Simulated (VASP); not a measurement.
# Au (Fm-3m) in VASP: notebook

The runs below take Au through single point, relaxation of cell and atoms, with PBEsol.

All numbers are computed with VASP 6.6.1; they aren't measurements. Logs are shortened: lines on timing, memory, paths and dates and some standing lists are left out, and cuts for length are marked.

## 1. The cell of the first run

The structure is cubic, space group Fm-3m (No. 225). Conventional cell: a = 3.868 Å, b = 3.868 Å, c = 3.868 Å, α = 90.00°, β = 90.00°, γ = 90.00°. Au (site symmetry m-3m) has 12 Au at 2.74 Å within 3.6 Å.

## 2. Single point, PBEsol

Contents of INCAR:

```
SYSTEM = Au
PREC     = Accurate       ! precision mode
ENCUT    = 500            ! plane-wave cutoff, eV
EDIFF    = 1E-6           ! SCF threshold, eV
ISMEAR   = 0              ! smearing method
SIGMA    = 0.05           ! smearing width, eV
LREAL    = .False.        ! projectors in reciprocal space
LASPH    = .True.         ! aspherical terms in the spheres
NELM     = 120            ! most SCF steps
ALGO     = Normal         ! electronic algorithm
ISIF     = 2              ! what is computed and relaxed
LWAVE    = .False.        ! write WAVECAR
LCHARG   = .True.         ! write CHGCAR
GGA      = PS             ! functional
LELF     = .True.         ! ELF
LVHAR    = .True.       
NBANDS   = 12             ! bands
GGA_COMPAT= .False.
```

Contents of KPOINTS:

```
Automatic mesh
0
Gamma
  20 20 20
  0 0 0
```

Contents of POSCAR:

```
Au
1.0
    0.0000000000      1.9339719185      1.9339719185
    1.9339719185      0.0000000000      1.9339719185
    1.9339719185      1.9339719185      0.0000000000
Au
1
Direct
    0.0000000000      0.0000000000      0.0000000000
```

Potentials or basis: VASP PAW PBE potentials, release 64 (Au).

Command:

```
$ cat potpaw_PBE.64/Au/POTCAR > POTCAR
$ mpirun -np 1 vasp_std > vasp.out
```

OUTCAR:

```text
SYSTEM = Au
   PREC = Accurate
   ENCUT = 500
   EDIFF = 1E-6
   ISMEAR = 0
   LREAL = .False.
   LASPH = .True.
   NELM = 120
   ISIF = 2
   GGA = PS

 ion  position               nearest neighbor table
   1  0.000  0.000  0.000-

  LATTYP: Found a face centered cubic cell.
 ALAT       =     3.8679438370

  Lattice vectors:

 A1 = (   0.0000000000,   1.9339719185,   1.9339719185)
 A2 = (   1.9339719185,   0.0000000000,   1.9339719185)
 A3 = (   1.9339719185,   1.9339719185,   0.0000000000)

Analysis of symmetry for initial positions (statically):
=====================================================================
 Subroutine PRICEL returns:
 Original cell was already a primitive cell.

 Routine SETGRP: Setting up the symmetry group for a
 face centered cubic supercell.

 Subroutine GETGRP returns: Found 48 space group operations
 (whereof 48 operations were pure point group operations)
 out of a pool of 48 trial point group operations.

The static configuration has the point symmetry O_h .

Analysis of symmetry for dynamics (positions and initial velocities):
=====================================================================
 Subroutine PRICEL returns:
 Original cell was already a primitive cell.

 Routine SETGRP: Setting up the symmetry group for a
 face centered cubic supercell.

 Subroutine GETGRP returns: Found 48 space group operations
 (whereof 48 operations were pure point group operations)
 out of a pool of 48 trial point group operations.

The dynamic configuration has the point symmetry O_h .

 Subroutine INISYM returns: Found 48 space group operations
 (whereof 48 operations are pure point group operations),
 and found     1 'primitive' translations

----------------------------------------------------------------------------------------

                                     Primitive cell

  volume of cell :      14.4671

  direct lattice vectors                    reciprocal lattice vectors
     0.000000000  1.933971918  1.933971918    -0.258535295  0.258535295  0.258535295
     1.933971918  0.000000000  1.933971918     0.258535295 -0.258535295  0.258535295
     1.933971918  1.933971918  0.000000000     0.258535295  0.258535295 -0.258535295

  length of vectors
     2.735049316  2.735049316  2.735049316     0.447796266  0.447796266  0.447796266

  position of ions in fractional coordinates (direct lattice)
     0.000000000  0.000000000  0.000000000

  ion indices of the primitive-cell ions
   primitive index   ion index
                 1           1

----------------------------------------------------------------------------------------

 KPOINTS: Automatic mesh

Automatic generation of k-mesh.
 Grid dimensions read from file:
 generate k-points for:   20   20   20

 Generating k-lattice:

  Cartesian coordinates                     Fractional coordinates (reciprocal lattice)
    -0.012926765  0.012926765  0.012926765     0.050000000  0.000000000  0.000000000
     0.012926765 -0.012926765  0.012926765     0.000000000  0.050000000  0.000000000
     0.012926765  0.012926765 -0.012926765     0.000000000  0.000000000  0.050000000

  Length of vectors
     0.022389813  0.022389813  0.022389813

  Shift w.r.t. Gamma in fractional coordinates (k-lattice)
     0.000000000  0.000000000  0.000000000

 Subroutine IBZKPT returns following result:
 ===========================================

 Found    256 irreducible k-points:

 Following reciprocal coordinates:
            Coordinates               Weight
  0.000000  0.000000  0.000000      1.000000
  0.050000  0.000000  0.000000      8.000000
  0.100000  0.000000  0.000000      8.000000
  0.150000  0.000000  0.000000      8.000000
  0.200000  0.000000  0.000000      8.000000
  0.250000  0.000000  0.000000      8.000000
[... 16 lines left out ...]
 -0.400000  0.050000  0.000000     24.000000
 -0.350000  0.050000  0.000000     24.000000
 [... further k-points ...]
   k-points           NKPTS =    256   k-points in BZ     NKDIM =    256   number of bands    NBANDS=     12
   number of dos      NEDOS =    301   number of ions     NIONS =      1
   total plane-waves  NPLWV =   8000
   dimension x,y,z NGX =    20 NGY =   20 NGZ =   20
   dimension x,y,z NGXF=    40 NGYF=   40 NGZF=   40
   ions per type =               1
   NGX,Y,Z   is equivalent  to a cutoff of  12.16, 12.16, 12.16 a.u.
   NGXF,Y,Z  is equivalent  to a cutoff of  24.31, 24.31, 24.31 a.u.
 SYSTEM =  Au
   PREC   = accura    normal or accurate (medium, high low for compatibility)
   ISTART =      0    job   : 0-new  1-cont  2-samecut
   ICHARG =      2    charge: 1-file 2-atom 10-const
   ISPIN  =      1    spin polarized calculation?
   LNONCOLLINEAR =      F non collinear calculations
   LSORBIT =      F    spin-orbit coupling
   LASPH  =      T    aspherical Exc in radial PAW
   ENCUT  =  500.0 eV  36.75 Ry    6.06 a.u.   4.99  4.99  4.99*2*pi/ulx,y,z
   NELM   =    120;   NELMIN=  2; NELMDL= -5     # of ELM steps
   EDIFF  = 0.1E-05   stopping-criterion for ELM
   LREAL  =      F    real-space projection
   EDIFFG = 0.1E-04   stopping-criterion for IOM
   NSW    =      0    number of steps for IOM
   IBRION =     -1    ionic relax: 0-MD 1-quasi-New 2-CG
   NFREE  =      0    steps in history (QN), initial steepest desc. (CG)
   ISIF   =      2    stress and relaxation
   ISYM   =      2    0-nonsym 1-usesym 2-fastsym
   POTIM  = 0.5000    time-step for ionic-motion
   TEBEG  =    0.0;   TEEND  =   0.0 temperature during run
   PSTRESS=    0.0 pullay stress
   NELECT =      11.0000    total number of electrons
   NUPDOWN=      -1.0000    fix difference up-down
   EMIN   =  10.00;   EMAX   =-10.00  energy-range for DOS
   EFERMI =   0.00;   METHOD = LEGACY
   ISMEAR =     0;   SIGMA  =   0.05  broadening in eV -4-tet -1-fermi 0-gaus
   EFERMI_NEDOS =   21; number of points for ismear=-14 and -15
   IALGO  =     38    algorithm
   IMIX   =      4    mixing-type and parameters
     AMIX     =   0.40;   BMIX     =  1.00
     AMIX_MAG =   1.60;   BMIX_MAG =  1.00
  volume/ion in A,a.u.               =      14.47        97.63
  Fermi-wavevector in a.u.,A,eV,Ry     =   1.494212  2.823651 30.377314  2.232670
  Thomas-Fermi vector in A             =   2.606514
   LORBIT       =      0    0 simple, 1 ext, 2 COOP (PROOUT), +10 PAW based schemes
   GGA     = PS    functional components
   LHFCALC =     F    Hartree Fock is set to
   AEXX    =    0.0000 exact exchange contribution
   IVDW    =     0    specifies the selected vdW correction
   LEPSILON=     F    determine dielectric tensor
   LRPA    =     F    only Hartree local field effects (RPA)
 non-spin polarized calculation
 Gauss-broadening in eV      SIGMA  =   0.05
  energy-cutoff  :      500.00
  volume of cell :       14.47
 maximum number of plane-waves:       380
   NGX =  9   NGY =  9   NGZ =  9

 number of electron      10.9999998 magnetization

 Free energy of the ion-electron system (eV)
  ---------------------------------------------------
  ext. energy  EPLUGINS =         0.00000000
  ---------------------------------------------------
  free energy    TOTEN  =        -3.62797225 eV

  energy without entropy =       -3.62771721  energy(sigma->0) =       -3.62784473

 E-fermi :  12.3358     XC(G=0): -13.8729

 val. band max:       12.2724498668   @ k =  -0.2000   0.3000   0.1000
 cond. band min:      12.3535855789   @ k =   0.5000   0.3000   0.1500
 fundamental gap:      0.0811357121
 Fermi energy:        12.3357795529

 k-point     1 :       0.0000    0.0000    0.0000
  band No.  band energies     occupation
      1       0.4769      2.00000
      2       6.6003      2.00000
      3       6.6003      2.00000
      4       6.6003      2.00000
      5       8.6354      2.00000
      6       8.6354      2.00000
      7      26.4037      0.00000
      8      31.3567      0.00000
      9      31.3567      0.00000
     10      31.3567      0.00000
     11      36.7933      0.00000
     12      43.6168      0.00000

 k-point     2 :       0.0500    0.0000    0.0000
  band No.  band energies     occupation
      1       0.5791      2.00000
      2       6.5589      2.00000
      3       6.6398      2.00000
      4       6.6398      2.00000
      5       8.6144      2.00000
      6       8.6144      2.00000
      7      26.5538      0.00000
      8      30.7639      0.00000
      9      31.5060      0.00000
     10      31.5060      0.00000
     11      37.4246      0.00000
     12      42.2105      0.00000

 k-point     3 :       0.1000    0.0000    0.0000
  band No.  band energies     occupation
      1       0.8783      2.00000
      2       6.4497      2.00000
      3       6.7459      2.00000
      4       6.7459      2.00000
      5       8.5663      2.00000
      6       8.5663      2.00000
      7      26.9665      0.00000
      8      29.4688      0.00000
      9      31.9418      0.00000
     10      31.9418      0.00000
     11      38.2746      0.00000
     12      40.7168      0.00000
[... 286 lines left out ...]
 k-point    23 :      -0.4000    0.0500    0.0000
  band No.  band energies     occupation
      1       3.3558      2.00000
      2       6.5653      2.00000
      3       6.6585      2.00000
      4       8.7311      2.00000
      5       9.8510      2.00000
      6      10.6378      2.00000
      7      18.0323      0.00000
      8      26.3133      0.00000
      9      30.3941      0.00000
     10      31.4912      0.00000
     11      38.4649      0.00000
     12      39.4207      0.00000

 k-point    24 :      -0.3500    0.0500    0.0000
  band No.  band energies     occupation
      1       3.3223      2.00000
      2       6.6732      2.00000
      3       6.7547      2.00000
      4       7.7899      2.00000
      5       9.4683      2.00000
      6      10.1342      2.00000
      7      19.8956      0.00000
      8      26.7570      0.00000
      9      30.9946      0.00000
     10      32.6605      0.00000
     11      37.0843      0.00000
     12      38.5410      0.00000

 [... further k-points ...]

------------------------ aborting loop because EDIFF is reached ----------------------------------------

  FORCE on cell =-STRESS in cart. coord.  units (eV):
  Direction    XX          YY          ZZ          XY          YZ          ZX
  --------------------------------------------------------------------------------------
  -------------------------------------------------------------------------------------
  Total        4.0341447      4.0341447      4.0341447      0.0000000      0.0000000      0.0000000
  in kB      446.7674916    446.7674916    446.7674916      0.0000000      0.0000000      0.0000000
  external PRESSURE =     446.7674916 kB  Pullay stress =       0.0000000 kB

 VOLUME and BASIS-vectors are now :
 -----------------------------------------------------------------------------
  energy-cutoff  :      500.00
  volume of cell :       14.47
      direct lattice vectors                 reciprocal lattice vectors
     0.000000000  1.933971918  1.933971918    -0.258535295  0.258535295  0.258535295
     1.933971918  0.000000000  1.933971918     0.258535295 -0.258535295  0.258535295
     1.933971918  1.933971918  0.000000000     0.258535295  0.258535295 -0.258535295

 POSITION                                       TOTAL-FORCE (eV/Angst)
 -----------------------------------------------------------------------------------
      0.00000      0.00000      0.00000         0.000000      0.000000     -0.000000
 -----------------------------------------------------------------------------------
    total drift:                                0.000000     -0.000000     -0.000000

  FREE ENERGIE OF THE ION-ELECTRON SYSTEM (eV)
  ---------------------------------------------------
  free  energy   TOTEN  =        -3.6279722466 eV

  energy  without entropy=       -3.6277172059  energy(sigma->0) =       -3.62784473
```

Wall time 40 s (1 thread of Intel Xeon 8259CL, shared host); peak memory 0.16 GiB.

What came out:

- Free energy: -3.6280 eV
- Pressure: 44.7 GPa
- Band gap on the k mesh: zero (an odd number of electrons rules out a gap without spin polarisation)

Levels at points of the mesh, in eV from the Fermi level:
| k point | band 2 | band 3 | band 4 | band 5 | band 6 | band 7 | band 8 | band 9 | band 10 | band 11 |
| --- | --- | --- | --- | --- | --- | --- | --- | --- | --- | --- |
| (0.00, 0.00, 0.00) | -5.74 | -5.74 | -5.74 | -3.70 | -3.70 | 14.07 | 19.02 | 19.02 | 19.02 | 24.46 |
| (0.50, 0.00, 0.00) | -5.80 | -5.80 | -2.10 | -2.10 | -1.89 | 4.00 | 13.55 | 18.21 | 18.21 | 27.49 |
| (0.50, 0.50, 0.00) | -8.44 | -2.15 | -1.66 | -1.66 | 0.42 | 7.17 | 10.34 | 10.34 | 18.99 | 22.20 |

Caveat: the cell stands under pressure; the PAW data sets were made with another functional, which shifts forces and pressure a little; spin-orbit coupling is left out, which moves the levels of the heavy elements.

## 3. Single point, PBEsol

This run uses another cell than the first one, of 15.07 Å³/atom.

Contents of INCAR:

```
PREC = Accurate ; ENCUT = 500
EDIFF = 1E-6 ; ISMEAR = 0
SIGMA = 0.05 ; LREAL = False
LASPH = True ; NELM = 120
ALGO = Normal ; ISIF = 2
LWAVE = False ; LCHARG = False
GGA = PS ; NBANDS = 12
GGA_COMPAT = False
```

Contents of KPOINTS:

```
Automatic mesh
0
Gamma
  20 20 20
```

Contents of POSCAR:

```
Au
1.0
    0.0000000000      1.9603596876      1.9603596876
    1.9603596876      0.0000000000      1.9603596876
    1.9603596876      1.9603596876      0.0000000000
Au
1
Direct
    0.0000000000      0.0000000000      0.0000000000
```

Potentials or basis: VASP PAW PBE potentials, release 64 (Au).

Command:

```
$ cat potpaw_PBE.64/Au/POTCAR > POTCAR
$ mpirun -np 1 vasp_std > vasp.out
```

Run time: 55 s. Hardware: 1 thread of Intel Xeon 8259CL, shared host; peak memory 0.16 GiB.

The run converged. Its results:

| Property | Result |
| --- | --- |
| Free energy | -3.7668 eV |
| Pressure | 29.7 GPa |
| Band gap on the k mesh | zero (an odd number of electrons rules out a gap without spin polarisation) |

Levels at points of the mesh, in eV from the Fermi level:
```
           k point  band 4  band 5  band 6  band 7  band 8  band 9
(0.00, 0.00, 0.00)   -5.41   -3.52   -3.52   14.24   18.96   18.96
(0.50, 0.00, 0.00)   -2.02   -2.02   -1.63    3.78   13.72   17.98
(0.50, 0.50, 0.00)   -1.62   -1.62    0.59    6.83   10.29   10.29
```

Caveat: the cell stands under pressure; the PAW data sets were made with another functional, which shifts forces and pressure a little; spin-orbit coupling is left out, which moves the levels of the heavy elements.

## 4. Single point, PBEsol

This run uses another cell than the first one, of 15.86 Å³/atom.

INCAR is that of step 3.

Contents of KPOINTS:

```
regular mesh
0
Gamma
  20 20 20
```

Contents of POSCAR:

```
Au
1.0
    0.0000000000      1.9942280821      1.9942280821
    1.9942280821      0.0000000000      1.9942280821
    1.9942280821      1.9942280821      0.0000000000
Au
1
Direct
    0.0000000000      0.0000000000      0.0000000000
```

Command:

```
$ cat potpaw_PBE.64/Au/POTCAR > POTCAR
$ mpirun -np 1 vasp_std > vasp.out
```

It took 64 s on 1 thread of Intel Xeon 8259CL, shared host; peak memory 0.17 GiB.

It converged, with:

| Quantity | Value |
| --- | --- |
| Free energy | -3.8754 eV |
| Pressure | 14.7 GPa |
| Band gap on the k mesh | zero (an odd number of electrons rules out a gap without spin polarisation) |

Levels at points of the mesh, in eV from the Fermi level:
| k point | band 4 | band 5 | band 6 | band 7 | band 8 | band 9 |
| --- | --- | --- | --- | --- | --- | --- |
| (0.00, 0.00, 0.00) | -5.06 | -3.33 | -3.33 | 14.40 | 18.81 | 18.81 |
| (0.50, 0.00, 0.00) | -1.96 | -1.96 | -1.35 | 3.49 | 13.86 | 17.65 |
| (0.50, 0.50, 0.00) | -1.60 | -1.60 | 0.77 | 6.38 | 10.18 | 10.18 |

Caveat: the cell stands under pressure; the PAW data sets were made with another functional, which shifts forces and pressure a little; spin-orbit coupling is left out, which moves the levels of the heavy elements.

(Continued in part 2 of 2.)

The gap in the log of VASP goes by the Fermi energy; the results here count the filled bands.